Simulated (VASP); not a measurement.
# SrTiO3 (Pm-3m) in VASP: notebook

Runs on SrTiO3. Level: r2SCAN. Tasks: single point.

All numbers are computed with VASP 6.6.1; they aren't measurements. Logs are shortened: lines on timing, memory, paths and dates and some standing lists are left out, and cuts for length are marked.

### 1 The cell of the first run

Symmetry: Pm-3m, No. 221, cubic system. Conventional cell: a = 3.946 Å, b = 3.946 Å, c = 3.946 Å, α = 90.00°, β = 90.00°, γ = 90.00°. Sr (site symmetry m-3m) has 12 O at 2.79 Å and 8 Ti at 3.42 Å within 3.7 Å. Ti (site symmetry m-3m) has 6 O at 1.97 Å within 2.6 Å. O (site symmetry 4/mmm) has 2 Ti at 1.97 Å within 2.6 Å.

### 2 Single point, r2SCAN (12.28 Å³/atom)

POSCAR reads:

```
SrTiO3
1.0
    3.9455357166      0.0000000000      0.0000000000
    0.0000000000      3.9455357166      0.0000000000
    0.0000000000      0.0000000000      3.9455357166
Sr Ti O
1 1 3
Direct
    0.0000000000      0.0000000000      0.0000000000
    0.5000000000      0.5000000000      0.5000000000
    0.5000000000      0.0000000000      0.5000000000
    0.5000000000      0.5000000000      0.0000000000
    0.0000000000      0.5000000000      0.5000000000
```

INCAR.step1 reads:

```
PREC     = Accurate       # precision mode
ENCUT    = 520            # plane-wave cutoff, eV
ISMEAR   = 0              # smearing method
SIGMA    = 0.01           # smearing width, eV
LREAL    = False          # projectors in reciprocal space
LASPH    = True           # aspherical terms in the spheres
NELM     = 60             # most SCF steps
NBANDS   = 28             # bands
GGA      = PE             # functional
ALGO     = Normal         # electronic algorithm
EDIFF    = 1E-4           # SCF threshold, eV
LWAVE    = True           # write WAVECAR
LCHARG   = False          # write CHGCAR
```

INCAR.step2 reads:

```
PREC     = Accurate       # precision mode
ENCUT    = 520            # plane-wave cutoff, eV
EDIFF    = 1E-6           # SCF threshold, eV
ISMEAR   = 0              # smearing method
SIGMA    = 0.01           # smearing width, eV
LREAL    = False          # projectors in reciprocal space
LASPH    = True           # aspherical terms in the spheres
NELM     = 60             # most SCF steps
ALGO     = Normal         # electronic algorithm
ISIF     = 2              # what is computed and relaxed
LWAVE    = False          # write WAVECAR
LCHARG   = False          # write CHGCAR
METAGGA  = R2SCAN         # meta-GGA
LMIXTAU  = True         
NBANDS   = 28             # bands
ISTART   = 1
```

KPOINTS reads:

```
Automatic mesh
0
Gamma
  6 6 6
```

Potentials or basis: VASP PAW PBE potentials, release 64 (Sr_sv, Ti_sv, O).

The run is started by

```sh
$ cat potpaw_PBE.64/Sr_sv/POTCAR potpaw_PBE.64/Ti_sv/POTCAR potpaw_PBE.64/O/POTCAR > POTCAR
$ cp INCAR.step1 INCAR
$ mpirun -np 1 vasp_std > vasp.out
$ cp INCAR.step2 INCAR
$ mpirun -np 1 vasp_std > vasp.out
```

OUTCAR:

```text
PREC = Accurate
   ENCUT = 520
   EDIFF = 1E-6
   ISMEAR = 0
   LREAL = False
   LASPH = True
   NELM = 60
   ISIF = 2
   METAGGA = R2SCAN
   ISTART = 1

 ion  position               nearest neighbor table
   1  0.000  0.000  0.000-   3 2.79   4 2.79   5 2.79   3 2.79   5 2.79   4 2.79   5 2.79   5 2.79
                             3 2.79   4 2.79   3 2.79   4 2.79   2 3.42   2 3.42   2 3.42   2 3.42
   2  0.500  0.500  0.500-   3 1.97   4 1.97   5 1.97   4 1.97   3 1.97   5 1.97   1 3.42   1 3.42
                             1 3.42   1 3.42   1 3.42   1 3.42   1 3.42   1 3.42
   3  0.500  0.000  0.500-   2 1.97   2 1.97   1 2.79   1 2.79   1 2.79   1 2.79
   4  0.500  0.500  0.000-   2 1.97   2 1.97   1 2.79   1 2.79   1 2.79   1 2.79
   5  0.000  0.500  0.500-   2 1.97   2 1.97   1 2.79   1 2.79   1 2.79   1 2.79

  LATTYP: Found a simple cubic cell.
 ALAT       =     3.9455357166

  Lattice vectors:

 A1 = (   3.9455357166,   0.0000000000,   0.0000000000)
 A2 = (   0.0000000000,   3.9455357166,   0.0000000000)
 A3 = (   0.0000000000,   0.0000000000,   3.9455357166)

Analysis of symmetry for initial positions (statically):
=====================================================================
 Subroutine PRICEL returns:
 Original cell was already a primitive cell.

 Routine SETGRP: Setting up the symmetry group for a
 simple cubic supercell.

 Subroutine GETGRP returns: Found 48 space group operations
 (whereof 48 operations were pure point group operations)
 out of a pool of 48 trial point group operations.

The static configuration has the point symmetry O_h .

Analysis of symmetry for dynamics (positions and initial velocities):
=====================================================================
 Subroutine PRICEL returns:
 Original cell was already a primitive cell.

 Routine SETGRP: Setting up the symmetry group for a
 simple cubic supercell.

 Subroutine GETGRP returns: Found 48 space group operations
 (whereof 48 operations were pure point group operations)
 out of a pool of 48 trial point group operations.

The dynamic configuration has the point symmetry O_h .

 Subroutine INISYM returns: Found 48 space group operations
 (whereof 48 operations are pure point group operations),
 and found     1 'primitive' translations

----------------------------------------------------------------------------------------

                                     Primitive cell

  volume of cell :      61.4211

  direct lattice vectors                    reciprocal lattice vectors
     3.945535717  0.000000000  0.000000000     0.253451007  0.000000000  0.000000000
     0.000000000  3.945535717  0.000000000     0.000000000  0.253451007  0.000000000
     0.000000000  0.000000000  3.945535717     0.000000000  0.000000000  0.253451007

  length of vectors
     3.945535717  3.945535717  3.945535717     0.253451007  0.253451007  0.253451007

  position of ions in fractional coordinates (direct lattice)
     0.000000000  0.000000000  0.000000000
     0.500000000  0.500000000  0.500000000
     0.500000000  0.000000000  0.500000000
     0.500000000  0.500000000  0.000000000
     0.000000000  0.500000000  0.500000000

  ion indices of the primitive-cell ions
   primitive index   ion index
                 1           1
                 2           2
                 3           3
                 4           4
                 5           5

----------------------------------------------------------------------------------------

 KPOINTS: Automatic mesh

Automatic generation of k-mesh.
 Grid dimensions read from file:
 generate k-points for:    6    6    6

 Generating k-lattice:

  Cartesian coordinates                     Fractional coordinates (reciprocal lattice)
     0.042241834  0.000000000  0.000000000     0.166666667  0.000000000  0.000000000
     0.000000000  0.042241834  0.000000000     0.000000000  0.166666667  0.000000000
     0.000000000  0.000000000  0.042241834     0.000000000  0.000000000  0.166666667

  Length of vectors
     0.042241834  0.042241834  0.042241834

  Shift w.r.t. Gamma in fractional coordinates (k-lattice)
     0.000000000  0.000000000  0.000000000

 Subroutine IBZKPT returns following result:
 ===========================================

 Found     20 irreducible k-points:

 Following reciprocal coordinates:
            Coordinates               Weight
  0.000000  0.000000  0.000000      1.000000
  0.166667  0.000000  0.000000      6.000000
  0.333333  0.000000  0.000000      6.000000
  0.500000  0.000000  0.000000      3.000000
  0.166667  0.166667  0.000000     12.000000
  0.333333  0.166667  0.000000     24.000000
[... 12 lines left out ...]
  0.500000  0.500000  0.333333      6.000000
  0.500000  0.500000  0.500000      1.000000
   k-points           NKPTS =     20   k-points in BZ     NKDIM =     20   number of bands    NBANDS=     28
   number of dos      NEDOS =    301   number of ions     NIONS =      5
   total plane-waves  NPLWV =  27000
   dimension x,y,z NGX =    30 NGY =   30 NGZ =   30
   dimension x,y,z NGXF=    60 NGYF=   60 NGZF=   60
   ions per type =               1   1   3
   NGX,Y,Z   is equivalent  to a cutoff of  12.64, 12.64, 12.64 a.u.
   NGXF,Y,Z  is equivalent  to a cutoff of  25.28, 25.28, 25.28 a.u.
 SYSTEM =  unknown system
   PREC   = accura    normal or accurate (medium, high low for compatibility)
   ISTART =      1    job   : 0-new  1-cont  2-samecut
   ICHARG =      0    charge: 1-file 2-atom 10-const
   ISPIN  =      1    spin polarized calculation?
   LNONCOLLINEAR =      F non collinear calculations
   LSORBIT =      F    spin-orbit coupling
   LASPH  =      T    aspherical Exc in radial PAW
   ENCUT  =  520.0 eV  38.22 Ry    6.18 a.u.   7.34  7.34  7.34*2*pi/ulx,y,z
   NELM   =     60;   NELMIN=  2; NELMDL=  0     # of ELM steps
   EDIFF  = 0.1E-05   stopping-criterion for ELM
   LREAL  =      F    real-space projection
   EDIFFG = 0.1E-04   stopping-criterion for IOM
   NSW    =      0    number of steps for IOM
   IBRION =     -1    ionic relax: 0-MD 1-quasi-New 2-CG
   NFREE  =      0    steps in history (QN), initial steepest desc. (CG)
   ISIF   =      2    stress and relaxation
   ISYM   =      2    0-nonsym 1-usesym 2-fastsym
   POTIM  = 0.5000    time-step for ionic-motion
   TEBEG  =    0.0;   TEEND  =   0.0 temperature during run
   PSTRESS=    0.0 pullay stress
   NELECT =      40.0000    total number of electrons
   NUPDOWN=      -1.0000    fix difference up-down
   EMIN   =  10.00;   EMAX   =-10.00  energy-range for DOS
   EFERMI =   0.00;   METHOD = LEGACY
   ISMEAR =     0;   SIGMA  =   0.01  broadening in eV -4-tet -1-fermi 0-gaus
   EFERMI_NEDOS =   21; number of points for ismear=-14 and -15
   IALGO  =     38    algorithm
   IMIX   =      4    mixing-type and parameters
     AMIX     =   0.40;   BMIX     =  1.00
     AMIX_MAG =   1.60;   BMIX_MAG =  1.00
  volume/ion in A,a.u.               =      12.28        82.90
  Fermi-wavevector in a.u.,A,eV,Ry     =   1.419021  2.681561 27.396975  2.013621
  Thomas-Fermi vector in A             =   2.540085
   LORBIT       =      0    0 simple, 1 ext, 2 COOP (PROOUT), +10 PAW based schemes
   METAGGA = R2SCAN    functional components
   LHFCALC =     F    Hartree Fock is set to
   AEXX    =    0.0000 exact exchange contribution
   IVDW    =     0    specifies the selected vdW correction
   LEPSILON=     F    determine dielectric tensor
   LRPA    =     F    only Hartree local field effects (RPA)
 non-spin polarized calculation
 Gauss-broadening in eV      SIGMA  =   0.01
  energy-cutoff  :      520.00
  volume of cell :       61.42
 maximum number of plane-waves:      1675
 NGX is ok and might be reduce to    30
   NGX = 15   NGY = 15   NGZ = 15

 number of electron      39.9999987 magnetization

 Free energy of the ion-electron system (eV)
  ---------------------------------------------------
  ext. energy  EPLUGINS =         0.00000000
  ---------------------------------------------------
  free energy    TOTEN  =       -63.31130944 eV

  energy without entropy =      -63.31130944  energy(sigma->0) =      -63.31130944

 E-fermi :   3.7797     XC(G=0): -11.7581

 val. band max:        3.5990177090   @ k =   0.5000   0.5000   0.5000
 cond. band min:       5.8048593617   @ k =   0.0000   0.0000   0.0000
 fundamental gap:      2.2058416527
 Fermi energy:         3.7797316713

 k-point     1 :       0.0000    0.0000    0.0000
  band No.  band energies     occupation
      1     -55.2166      2.00000
      2     -30.3925      2.00000
      3     -30.3925      2.00000
      4     -30.3925      2.00000
      5     -30.3693      2.00000
      6     -14.7073      2.00000
[... 20 lines left out ...]
     27       9.5350      0.00000
     28      10.3898      0.00000

 k-point     2 :       0.1667    0.0000    0.0000
  band No.  band energies     occupation
      1     -55.2163      2.00000
      2     -30.4416      2.00000
      3     -30.3919      2.00000
      4     -30.3919      2.00000
      5     -30.3323      2.00000
      6     -14.7065      2.00000
[... 20 lines left out ...]
     27       9.9893      0.00000
     28      11.0259      0.00000

 k-point     3 :       0.3333    0.0000    0.0000
  band No.  band energies     occupation
      1     -55.2156      2.00000
      2     -30.4956      2.00000
      3     -30.3907      2.00000
      4     -30.3907      2.00000
      5     -30.3022      2.00000
      6     -14.7848      2.00000
[... 20 lines left out ...]
     27      10.9611      0.00000
     28      12.2701      0.00000

 k-point     4 :       0.5000    0.0000    0.0000
  band No.  band energies     occupation
      1     -55.2152      2.00000
      2     -30.5182      2.00000
      3     -30.3901      2.00000
      4     -30.3900      2.00000
      5     -30.2914      2.00000
      6     -14.8458      2.00000
[... 454 lines left out ...]
     27      11.8991      0.00000
     28      11.9476      0.00000

 k-point    19 :       0.5000    0.5000    0.3333
  band No.  band energies     occupation
      1     -55.2128      2.00000
      2     -30.4566      2.00000
      3     -30.4566      2.00000
      4     -30.4390      2.00000
      5     -30.3213      2.00000
      6     -13.6327      2.00000
[... 20 lines left out ...]
     27      11.6547      0.00000
     28      12.0673      0.00000

 k-point    20 :       0.5000    0.5000    0.5000
  band No.  band energies     occupation
      1     -55.2124      2.00000
      2     -30.4559      2.00000
      3     -30.4559      2.00000
      4     -30.4559      2.00000
      5     -30.3174      2.00000
      6     -13.4630      2.00000
[... 20 lines left out ...]
     27      12.0675      0.00000
     28      12.0675      0.00000

------------------------ aborting loop because EDIFF is reached ----------------------------------------

  FORCE on cell =-STRESS in cart. coord.  units (eV):
  Direction    XX          YY          ZZ          XY          YZ          ZX
  --------------------------------------------------------------------------------------
  -------------------------------------------------------------------------------------
  Total       -1.6869341     -1.6869341     -1.6869341     -0.0000000      0.0000000     -0.0000000
  in kB      -44.0038586    -44.0038586    -44.0038586     -0.0000000      0.0000000     -0.0000000
  external PRESSURE =     -44.0038586 kB  Pullay stress =       0.0000000 kB

 VOLUME and BASIS-vectors are now :
 -----------------------------------------------------------------------------
  energy-cutoff  :      520.00
  volume of cell :       61.42
      direct lattice vectors                 reciprocal lattice vectors
     3.945535717  0.000000000  0.000000000     0.253451007  0.000000000  0.000000000
     0.000000000  3.945535717  0.000000000     0.000000000  0.253451007  0.000000000
     0.000000000  0.000000000  3.945535717     0.000000000  0.000000000  0.253451007

 POSITION                                       TOTAL-FORCE (eV/Angst)
 -----------------------------------------------------------------------------------
      0.00000      0.00000      0.00000         0.000000      0.000000      0.000000
      1.97277      1.97277      1.97277         0.000000      0.000000      0.000000
      1.97277      0.00000      1.97277         0.000000      0.000000      0.000000
      1.97277      1.97277      0.00000         0.000000      0.000000      0.000000
      0.00000      1.97277      1.97277         0.000000      0.000000      0.000000
 -----------------------------------------------------------------------------------
    total drift:                                0.000000      0.000000     -0.000000

  FREE ENERGIE OF THE ION-ELECTRON SYSTEM (eV)
  ---------------------------------------------------
  free  energy   TOTEN  =       -63.3113094363 eV

  energy  without entropy=      -63.3113094363  energy(sigma->0) =      -63.31130944
```

It took 5.6 min on 1 thread of Intel Xeon 8259CL, shared host; peak memory 0.2 GiB.

What came out:

```yaml
Free_energy: -63.3113 eV
Pressure: -4.4 GPa
Band_gap_on_the_k_mesh: 2.21 eV (least direct gap 2.60 eV)
```

Caveat: the cell stands under tension; the PAW data sets were made with another functional, which shifts forces and pressure a little. A k mesh can miss the band edges.

### 3 Single point, r2SCAN (12.64 Å³/atom)

This run uses another cell than the first one, of 12.64 Å³/atom.

Edit POSCAR of step 2 so:

```diff
@@ -2,5 +2,5 @@
 1.0
-    3.9455357166      0.0000000000      0.0000000000
-    0.0000000000      3.9455357166      0.0000000000
-    0.0000000000      0.0000000000      3.9455357166
+    3.9834758875      0.0000000000      0.0000000000
+    0.0000000000      3.9834758875      0.0000000000
+    0.0000000000      0.0000000000      3.9834758875
 Sr Ti O
```

INCAR.step1 reads:

```
SYSTEM = SrTiO3
PREC = Accurate
ENCUT = 520
ISMEAR = 0
SIGMA = 0.01
LREAL = .FALSE.
LASPH = .TRUE.
NELM = 80
NBANDS = 28
GGA = PE
ALGO = Normal
EDIFF = 1E-4
LWAVE = .TRUE.
LCHARG = .FALSE.
```

INCAR.step2 reads:

```
SYSTEM = SrTiO3
PREC = Accurate
ENCUT = 520
EDIFF = 1E-6
ISMEAR = 0
SIGMA = 0.01
LREAL = .FALSE.
LASPH = .TRUE.
NELM = 80
ALGO = Normal
ISIF = 2
LWAVE = .FALSE.
LCHARG = .FALSE.
METAGGA = R2SCAN
LMIXTAU = .TRUE.
NBANDS = 28
ISTART = 1
```

KPOINTS reads:

```
regular mesh
0
G
  6 6 6
  0 0 0
```

Potentials or basis: VASP PAW PBE potentials, release 64 (Sr_sv, Ti_sv, O).

The run is started by

```sh
$ cat potpaw_PBE.64/Sr_sv/POTCAR potpaw_PBE.64/Ti_sv/POTCAR potpaw_PBE.64/O/POTCAR > POTCAR
$ cp INCAR.step1 INCAR
$ mpirun -np 1 vasp_std > vasp.out
$ cp INCAR.step2 INCAR
$ mpirun -np 1 vasp_std > vasp.out
```

Run time: 4.5 min. Hardware: 1 thread of Intel Xeon 8259CL, shared host; peak memory 0.19 GiB.

Results (log left out):

| Quantity | Value |
| --- | --- |
| Free energy | -63.2385 eV |
| Pressure | -8.9 GPa |
| Band gap on the k mesh | 2.14 eV (least direct gap 2.55 eV) |

Levels at points of the mesh, in eV from the valence-band top:
| k point | band 16 | band 17 | band 18 | band 19 | band 20 | band 21 | band 22 | band 23 | band 24 | band 25 |
| --- | --- | --- | --- | --- | --- | --- | --- | --- | --- | --- |
| (0.00, 0.00, 0.00) | -1.12 | -1.12 | -0.41 | -0.41 | -0.41 | 2.14 | 2.14 | 2.14 | 4.16 | 4.16 |
| (0.50, 0.00, 0.00) | -2.22 | -2.22 | -1.83 | -0.77 | -0.77 | 2.28 | 3.85 | 3.85 | 4.17 | 6.31 |
| (0.50, 0.50, 0.00) | -2.64 | -1.82 | -1.54 | -1.54 | -0.08 | 3.86 | 3.86 | 4.31 | 5.11 | 8.14 |
| (0.50, 0.50, 0.50) | -3.62 | -3.62 | 0.00 | 0.00 | 0.00 | 4.49 | 4.49 | 4.49 | 7.39 | 7.39 |

Caveat: the cell stands under tension; the PAW data sets were made with another functional, which shifts forces and pressure a little.
